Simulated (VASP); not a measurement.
# MnO (Fm-3m) in VASP: further runs

The runs below take MnO through single point, vibrations by perturbation theory, density of states, with r2SCAN+U, PBE, PBEsol+U.

Program: VASP 6.6.1. These are calculated values, not measurements. Logs are shortened: lines on timing, memory, paths and dates and some standing lists are left out, and cuts for length are marked.

## (1) The cell of the first run

The structure is cubic, space group Fm-3m (No. 225). The conventional cell has a = 4.448 Å, b = 4.448 Å, c = 4.448 Å, α = 90.00°, β = 90.00°, γ = 90.00°. Mn (site symmetry m-3m) has 6 O at 2.22 Å within 2.9 Å. O (site symmetry m-3m) has 6 Mn at 2.22 Å within 2.9 Å.

## (2) Single point, r2SCAN+U, collinear spin, ferromagnetic start

Contents of POSCAR:

```
MnO
1.0
    0.0000000000      2.2239077028      2.2239077028
    2.2239077028      0.0000000000      2.2239077028
    2.2239077028      2.2239077028      0.0000000000
Mn O
1 1
Direct
    0.0000000000      0.0000000000      0.0000000000
    0.5000000000      0.5000000000      0.5000000000
```

Contents of INCAR.step1:

```
SYSTEM = MnO
ALGO = Normal ; EDIFF = 1E-4
ENCUT = 520 ; GGA = PE
ISMEAR = -1 ; ISPIN = 2
LASPH = .True. ; LCHARG = .False.
LDAU = .True. ; LDAUJ = 0 0
LDAUL = 2 -1 ; LDAUTYPE = 2
LDAUU = 3 0 ; LMAXMIX = 4
LREAL = .False. ; LWAVE = .True.
MAGMOM = 4 0 ; NBANDS = 20
NELM = 150 ; PREC = Accurate
SIGMA = 0.05
```

Contents of INCAR.step2:

```
SYSTEM = MnO
ALGO = Normal ; EDIFF = 1E-6
ENCUT = 520 ; ISIF = 2
ISMEAR = -1 ; ISPIN = 2
ISTART = 1 ; LASPH = .True.
LCHARG = .False. ; LDAU = .True.
LDAUJ = 0 0 ; LDAUL = 2 -1
LDAUPRINT = 1 ; LDAUTYPE = 2
LDAUU = 3 0 ; LMAXMIX = 4
LMIXTAU = .True. ; LORBIT = 11
LREAL = .False. ; LWAVE = .False.
MAGMOM = 4 0 ; METAGGA = R2SCAN
NBANDS = 20 ; NELM = 150
PREC = Accurate ; SIGMA = 0.05
```

Contents of KPOINTS:

```
k-points
0
Gamma
  10 10 10
  0 0 0
```

Potentials or basis: VASP PAW PBE potentials, release 64 (Mn_pv, O).

Run with:

```console
$ cat potpaw_PBE.64/Mn_pv/POTCAR potpaw_PBE.64/O/POTCAR > POTCAR
$ cp INCAR.step1 INCAR
$ mpirun -np 1 vasp_std > vasp.out
$ cp INCAR.step2 INCAR
$ mpirun -np 1 vasp_std > vasp.out
```

OUTCAR:

```text
SYSTEM = MnO
   EDIFF = 1E-6
   ENCUT = 520
   ISIF = 2
   ISMEAR = -1
   ISPIN = 2
   ISTART = 1
   LASPH = .True.
   LORBIT = 11
   LREAL = .False.
   METAGGA = R2SCAN
   NELM = 150
   PREC = Accurate

 ion  position               nearest neighbor table
   1  0.000  0.000  0.000-   2 2.22   2 2.22   2 2.22   2 2.22   2 2.22   2 2.22
   2  0.500  0.500  0.500-   1 2.22   1 2.22   1 2.22   1 2.22   1 2.22   1 2.22

  LATTYP: Found a face centered cubic cell.
 ALAT       =     4.4478154056

  Lattice vectors:

 A1 = (   0.0000000000,   2.2239077028,   2.2239077028)
 A2 = (   2.2239077028,   0.0000000000,   2.2239077028)
 A3 = (   2.2239077028,   2.2239077028,   0.0000000000)

Analysis of symmetry for initial positions (statically):
=====================================================================
 Subroutine PRICEL returns:
 Original cell was already a primitive cell.

 Routine SETGRP: Setting up the symmetry group for a
 face centered cubic supercell.

 Subroutine GETGRP returns: Found 48 space group operations
 (whereof 48 operations were pure point group operations)
 out of a pool of 48 trial point group operations.

The static configuration has the point symmetry O_h .

Analysis of symmetry for dynamics (positions and initial velocities):
=====================================================================
 Subroutine PRICEL returns:
 Original cell was already a primitive cell.

 Routine SETGRP: Setting up the symmetry group for a
 face centered cubic supercell.

 Subroutine GETGRP returns: Found 48 space group operations
 (whereof 48 operations were pure point group operations)
 out of a pool of 48 trial point group operations.

The dynamic configuration has the point symmetry O_h .

Analysis of structural, dynamic, and magnetic symmetry:
=====================================================================
 Subroutine PRICEL returns:
 Original cell was already a primitive cell.

 Routine SETGRP: Setting up the symmetry group for a
 face centered cubic supercell.

 Subroutine GETGRP returns: Found 48 space group operations
 (whereof 48 operations were pure point group operations)
 out of a pool of 48 trial point group operations.

The overall configuration has the point symmetry O_h .

 Subroutine INISYM returns: Found 48 space group operations
 (whereof 48 operations are pure point group operations),
 and found     1 'primitive' translations

----------------------------------------------------------------------------------------

                                     Primitive cell

  volume of cell :      21.9979

  direct lattice vectors                    reciprocal lattice vectors
     0.000000000  2.223907703  2.223907703    -0.224829474  0.224829474  0.224829474
     2.223907703  0.000000000  2.223907703     0.224829474 -0.224829474  0.224829474
     2.223907703  2.223907703  0.000000000     0.224829474  0.224829474 -0.224829474

  length of vectors
     3.145080435  3.145080435  3.145080435     0.389416073  0.389416073  0.389416073

  position of ions in fractional coordinates (direct lattice)
     0.000000000  0.000000000  0.000000000
     0.500000000  0.500000000  0.500000000

  ion indices of the primitive-cell ions
   primitive index   ion index
                 1           1
                 2           2

----------------------------------------------------------------------------------------

 KPOINTS: k-points

Automatic generation of k-mesh.
 Grid dimensions read from file:
 generate k-points for:   10   10   10

 Generating k-lattice:

  Cartesian coordinates                     Fractional coordinates (reciprocal lattice)
    -0.022482947  0.022482947  0.022482947     0.100000000  0.000000000  0.000000000
     0.022482947 -0.022482947  0.022482947     0.000000000  0.100000000  0.000000000
     0.022482947  0.022482947 -0.022482947     0.000000000  0.000000000  0.100000000

  Length of vectors
     0.038941607  0.038941607  0.038941607

  Shift w.r.t. Gamma in fractional coordinates (k-lattice)
     0.000000000  0.000000000  0.000000000

 Subroutine IBZKPT returns following result:
 ===========================================

 Found     47 irreducible k-points:

 Following reciprocal coordinates:
            Coordinates               Weight
  0.000000  0.000000  0.000000      1.000000
  0.100000  0.000000  0.000000      8.000000
  0.200000  0.000000  0.000000      8.000000
  0.300000  0.000000  0.000000      8.000000
  0.400000  0.000000  0.000000      8.000000
  0.500000  0.000000  0.000000      4.000000
[... 16 lines left out ...]
  0.300000  0.300000  0.000000      6.000000
  0.400000  0.300000  0.000000     24.000000
 [... further k-points ...]
   k-points           NKPTS =     47   k-points in BZ     NKDIM =     47   number of bands    NBANDS=     20
   number of dos      NEDOS =    301   number of ions     NIONS =      2
   total plane-waves  NPLWV =  13824
   dimension x,y,z NGX =    24 NGY =   24 NGZ =   24
   dimension x,y,z NGXF=    48 NGYF=   48 NGZF=   48
   ions per type =               1   1
   NGX,Y,Z   is equivalent  to a cutoff of  12.69, 12.69, 12.69 a.u.
   NGXF,Y,Z  is equivalent  to a cutoff of  25.37, 25.37, 25.37 a.u.
 SYSTEM =  MnO
   PREC   = accura    normal or accurate (medium, high low for compatibility)
   ISTART =      1    job   : 0-new  1-cont  2-samecut
   ICHARG =      0    charge: 1-file 2-atom 10-const
   ISPIN  =      2    spin polarized calculation?
   LNONCOLLINEAR =      F non collinear calculations
   LSORBIT =      F    spin-orbit coupling
   LASPH  =      T    aspherical Exc in radial PAW
   ENCUT  =  520.0 eV  38.22 Ry    6.18 a.u.   5.85  5.85  5.85*2*pi/ulx,y,z
   NELM   =    150;   NELMIN=  2; NELMDL=  0     # of ELM steps
   EDIFF  = 0.1E-05   stopping-criterion for ELM
   LREAL  =      F    real-space projection
   EDIFFG = 0.1E-04   stopping-criterion for IOM
   NSW    =      0    number of steps for IOM
   IBRION =     -1    ionic relax: 0-MD 1-quasi-New 2-CG
   NFREE  =      0    steps in history (QN), initial steepest desc. (CG)
   ISIF   =      2    stress and relaxation
   ISYM   =      2    0-nonsym 1-usesym 2-fastsym
   POTIM  = 0.5000    time-step for ionic-motion
   TEBEG  =    0.0;   TEEND  =   0.0 temperature during run
   PSTRESS=    0.0 pullay stress
   NELECT =      19.0000    total number of electrons
   NUPDOWN=      -1.0000    fix difference up-down
   EMIN   =  10.00;   EMAX   =-10.00  energy-range for DOS
   EFERMI =   0.00;   METHOD = LEGACY
   ISMEAR =    -1;   SIGMA  =   0.05  broadening in eV -4-tet -1-fermi 0-gaus
   EFERMI_NEDOS =   21; number of points for ismear=-14 and -15
   IALGO  =     38    algorithm
   IMIX   =      4    mixing-type and parameters
     AMIX     =   0.40;   BMIX     =  1.00
     AMIX_MAG =   1.60;   BMIX_MAG =  1.00
  volume/ion in A,a.u.               =      11.00        74.22
  Fermi-wavevector in a.u.,A,eV,Ry     =   1.559071  2.946217 33.071721  2.430703
  Thomas-Fermi vector in A             =   2.662483
   LORBIT       =     11    0 simple, 1 ext, 2 COOP (PROOUT), +10 PAW based schemes
 LDA+U is selected, type is set to LDAUTYPE =  2
   angular momentum for each species LDAUL =     2   -1
   U (eV)           for each species LDAUU =   3.0  0.0
   J (eV)           for each species LDAUJ =   0.0  0.0
   METAGGA = R2SCAN    functional components
   LHFCALC =     F    Hartree Fock is set to
   AEXX    =    0.0000 exact exchange contribution
   IVDW    =     0    specifies the selected vdW correction
   LEPSILON=     F    determine dielectric tensor
   LRPA    =     F    only Hartree local field effects (RPA)
 spin polarized calculation
  energy-cutoff  :      520.00
  volume of cell :       22.00
 maximum number of plane-waves:       609
   NGX = 11   NGY = 11   NGZ = 11

atom =   1  type =  1  l = 2

 onsite density matrix

spin component  1

  0.9427  0.0000 -0.0000 -0.0000  0.0000
  0.0000  0.9427  0.0000  0.0000 -0.0000
 -0.0000  0.0000  0.9782 -0.0000  0.0000
 -0.0000  0.0000 -0.0000  0.9427 -0.0000
  0.0000 -0.0000  0.0000 -0.0000  0.9782

spin component  2

  0.0175  0.0000 -0.0000  0.0000 -0.0000
  0.0000  0.0175  0.0000  0.0000 -0.0000
 -0.0000  0.0000  0.0695  0.0000 -0.0000
  0.0000  0.0000  0.0000  0.0175 -0.0000
 -0.0000 -0.0000 -0.0000 -0.0000  0.0695

 occupancies and eigenvectors

  o =  0.0175  v =  0.0000  0.0000  0.0000  0.0000  0.0000  0.0004  0.0028  0.0000 -1.0000 -0.0000      0.0000  0.0000  0.0000  0.0000  0.0000  0.0000  0.0000  0.0000  0.0000  0.0000
  o =  0.0175  v =  0.0000  0.0000  0.0000  0.0000  0.0000  0.0027 -1.0000 -0.0000 -0.0028 -0.0000      0.0000  0.0000  0.0000  0.0000  0.0000  0.0000  0.0000  0.0000  0.0000  0.0000
  o =  0.0175  v =  0.0000  0.0000  0.0000  0.0000  0.0000  1.0000  0.0027  0.0000  0.0004  0.0000      0.0000  0.0000  0.0000  0.0000  0.0000  0.0000  0.0000  0.0000  0.0000  0.0000
  o =  0.0695  v =  0.0000  0.0000  0.0000  0.0000  0.0000  0.0000 -0.0000 -0.9993 -0.0000 -0.0363      0.0000  0.0000  0.0000  0.0000  0.0000  0.0000  0.0000  0.0000  0.0000  0.0000
  o =  0.0695  v =  0.0000  0.0000  0.0000  0.0000  0.0000 -0.0000  0.0000 -0.0363 -0.0000  0.9993      0.0000  0.0000  0.0000  0.0000  0.0000  0.0000  0.0000  0.0000  0.0000  0.0000
  o =  0.9427  v =  0.0000  0.9985 -0.0000  0.0555  0.0000  0.0000  0.0000  0.0000  0.0000  0.0000      0.0000  0.0000  0.0000  0.0000  0.0000  0.0000  0.0000  0.0000  0.0000  0.0000
  o =  0.9427  v =  0.0000  0.0555 -0.0000 -0.9985 -0.0000  0.0000  0.0000  0.0000  0.0000  0.0000      0.0000  0.0000  0.0000  0.0000  0.0000  0.0000  0.0000  0.0000  0.0000  0.0000
  o =  0.9427  v =  1.0000  0.0000  0.0000  0.0000  0.0000  0.0000  0.0000  0.0000  0.0000  0.0000      0.0000  0.0000  0.0000  0.0000  0.0000  0.0000  0.0000  0.0000  0.0000  0.0000
  o =  0.9782  v =  0.0000 -0.0000 -0.0415 -0.0000  0.9991  0.0000  0.0000  0.0000  0.0000  0.0000      0.0000  0.0000  0.0000  0.0000  0.0000  0.0000  0.0000  0.0000  0.0000  0.0000
  o =  0.9782  v =  0.0000 -0.0000 -0.9991  0.0000 -0.0415  0.0000  0.0000  0.0000  0.0000  0.0000      0.0000  0.0000  0.0000  0.0000  0.0000  0.0000  0.0000  0.0000  0.0000  0.0000

 number of electron      18.9999991 magnetization       4.9999996

 Free energy of the ion-electron system (eV)
  ---------------------------------------------------
  ext. energy  EPLUGINS =         0.00000000
  ---------------------------------------------------
  free energy    TOTEN  =       -23.84813328 eV

  energy without entropy =      -23.84812751  energy(sigma->0) =      -23.84813040

 E-fermi :   7.0292     XC(G=0): -12.5053

 val. band max:        6.6233458435   @ k =   0.5000   0.0000   0.0000
 cond. band min:       7.2750333926   @ k =   0.0000   0.0000   0.0000
 fundamental gap:      0.6516875491
 Fermi energy:         7.0292059628

 spin component 1

 k-point     1 :       0.0000    0.0000    0.0000
  band No.  band energies     occupation
      1     -45.2689      1.00000
      2     -45.2689      1.00000
      3     -45.2688      1.00000
      4     -13.7633      1.00000
      5       2.5303      1.00000
      6       2.5303      1.00000
[... 12 lines left out ...]
     19      27.9490      0.00000
[... 513 lines left out ...]
      4     -13.0046      1.00000
      5      -0.0894      1.00000
      6       1.4774      1.00000
[... 12 lines left out ...]
     19      32.1345      0.00000
     20      32.8508      0.00000

 [... further k-points ...]

 spin component 2

 k-point     1 :       0.0000    0.0000    0.0000
  band No.  band energies     occupation
      1     -38.7814      1.00000
      2     -38.7814      1.00000
      3     -38.7812      1.00000
      4     -13.3593      1.00000
      5       4.0902      1.00000
      6       4.0902      1.00000
[... 12 lines left out ...]
     19      31.1693      0.00000
[... 513 lines left out ...]
      4     -12.5214      1.00000
      5       1.0471      1.00000
      6       2.9781      1.00000
[... 12 lines left out ...]
     19      34.5046      0.00000
     20      36.2427      0.00000

 [... further k-points ...]

------------------------ aborting loop because EDIFF is reached ----------------------------------------

  FORCE on cell =-STRESS in cart. coord.  units (eV):
  Direction    XX          YY          ZZ          XY          YZ          ZX
  --------------------------------------------------------------------------------------
  -------------------------------------------------------------------------------------
  Total        0.3571724      0.3571724      0.3571724      0.0000000      0.0000000     -0.0000000
  in kB       26.0140669     26.0140669     26.0140669      0.0000000      0.0000000     -0.0000000
  external PRESSURE =      26.0140669 kB  Pullay stress =       0.0000000 kB

 VOLUME and BASIS-vectors are now :
 -----------------------------------------------------------------------------
  energy-cutoff  :      520.00
  volume of cell :       22.00
      direct lattice vectors                 reciprocal lattice vectors
     0.000000000  2.223907703  2.223907703    -0.224829474  0.224829474  0.224829474
     2.223907703  0.000000000  2.223907703     0.224829474 -0.224829474  0.224829474
     2.223907703  2.223907703  0.000000000     0.224829474  0.224829474 -0.224829474

 POSITION                                       TOTAL-FORCE (eV/Angst)
 -----------------------------------------------------------------------------------
      0.00000      0.00000      0.00000         0.000000      0.000000     -0.000000
      2.22391      2.22391      2.22391        -0.000000     -0.000000      0.000000
 -----------------------------------------------------------------------------------
    total drift:                                0.000000     -0.000000     -0.000000

  FREE ENERGIE OF THE ION-ELECTRON SYSTEM (eV)
  ---------------------------------------------------
  free  energy   TOTEN  =       -23.8481332850 eV

  energy  without entropy=      -23.8481275073  energy(sigma->0) =      -23.84813040

 total charge

# of ion       s       p       d       tot
------------------------------------------
    1        0.209   6.174   4.957  11.339
    2        1.557   3.487   0.000   5.044
--------------------------------------------------
tot          1.766   9.661   4.957  16.383

 magnetization (x)

# of ion       s       p       d       tot
------------------------------------------
    1        0.028   0.023   4.584   4.635
    2        0.026   0.143   0.000   0.169
--------------------------------------------------
tot          0.054   0.166   4.584   4.804
```

It took 75 s on 1 thread of Intel Xeon Platinum 8488C (Sapphire Rapids), shared host; peak memory 0.17 GiB.

Results:

```
Free energy                                           : -23.8481 eV
Pressure                                              : 2.6 GPa
Band gap on the k mesh                                : 0.65 eV, indirect (least direct gap 3.18 eV)
Net moment                                            : 5.00 μB per cell
Site moments                                          : Mn +4.63; O +0.17 μB
Valence electrons inside the program's atomic spheres : Mn 11.34; O 5.04
```

Levels at points of the mesh, in eV from the valence-band top:
Spin up:
| k point | band 8 | band 9 | band 10 | band 11 | band 12 | band 13 | band 14 | band 15 | band 16 | band 17 |
| --- | --- | --- | --- | --- | --- | --- | --- | --- | --- | --- |
| (0.00, 0.00, 0.00) | -3.75 | -3.75 | -2.96 | -2.96 | -2.96 | 0.65 | 15.40 | 17.22 | 17.22 | 17.22 |
| (0.50, 0.00, 0.00) | -3.31 | -3.31 | -2.51 | 0.00 | 0.00 | 4.78 | 9.13 | 13.31 | 13.31 | 19.62 |
| (0.50, 0.50, 0.00) | -4.02 | -3.38 | -3.07 | -3.07 | -2.96 | 6.22 | 9.37 | 11.11 | 15.31 | 15.31 |
Spin down:
| k point | band 5 | band 6 | band 7 | band 8 | band 9 | band 10 |
| --- | --- | --- | --- | --- | --- | --- |
| (0.00, 0.00, 0.00) | -2.53 | -2.53 | -2.53 | 2.37 | 3.88 | 3.88 |
| (0.50, 0.00, 0.00) | -6.53 | -3.76 | -3.76 | 5.05 | 5.37 | 5.37 |
| (0.50, 0.50, 0.00) | -5.71 | -3.56 | -3.56 | 1.88 | 5.27 | 5.32 |

Eigenvalues of the final occupation matrices:
| site | spin | trace | eigenvalues |
| --- | --- | --- | --- |
| site 1 d | 1 | 4.78 | 0.94 0.94 0.94 0.98 0.98 |
| site 1 d | 2 | 0.19 | 0.02 0.02 0.02 0.07 0.07 |

Caveat: the PAW data sets were made with another functional, which shifts forces and pressure a little; a cell with one magnetic atom can't hold antiferromagnetic order, which such compounds often take. A k mesh can miss the band edges.

(Continued in part 2 of 2.)
